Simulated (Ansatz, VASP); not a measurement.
## One calculation of SrTiO3, two programs

```
Sr Ti O
1.0
     3.94713    0.00000    0.00000
     0.00000    3.94713    0.00000
     0.00000    0.00000    4.12475
Sr Ti O
1 1 3
Direct
  0.00000 0.00000 0.00000
  0.50000 0.50000 0.50000
  0.50000 0.00000 0.50000
  0.50000 0.50000 0.00000
  0.00000 0.50000 0.50000
```

Change from the starting cell: strain along c alone, the other axes held, atoms relaxed: +4.5 %.

Alike in both runs: task single point; functional PBE; k mesh 8 × 8 × 8; occupations gaussian, width 0.02 eV; no spin polarisation; Hubbard terms Ti d U = 4.0 eV.

```csv
,VASP,Ansatz
version,VASP 6.6.1,Ansatz 0.2.0
potentials or method,"VASP PAW PBE potentials, release 64 (Sr_sv, Ti_sv, O), cutoff 520 eV","scalar-relativistic, plane waves, PAW"
valence electrons in the cell,40,40
```

Ansatz gave:

| Property | Result |
| --- | --- |
| gap on the k mesh at the Fermi level (eV) | 2.13 |
| least direct gap on the mesh (eV) | 2.63 |
| pressure (GPa) | -6.3 |
| traceless stress, the component that is largest in VASP (GPa) | -4.63 |

Task: Which values does VASP return?

Result: gap on the k mesh at the Fermi level (eV): 2.13; least direct gap on the mesh (eV): 2.63; pressure (GPa): -4.0; traceless stress, the component that is largest in VASP (GPa): -5.31.

The programs project onto different local orbitals, so the same U acts differently, and such runs can settle in different states.
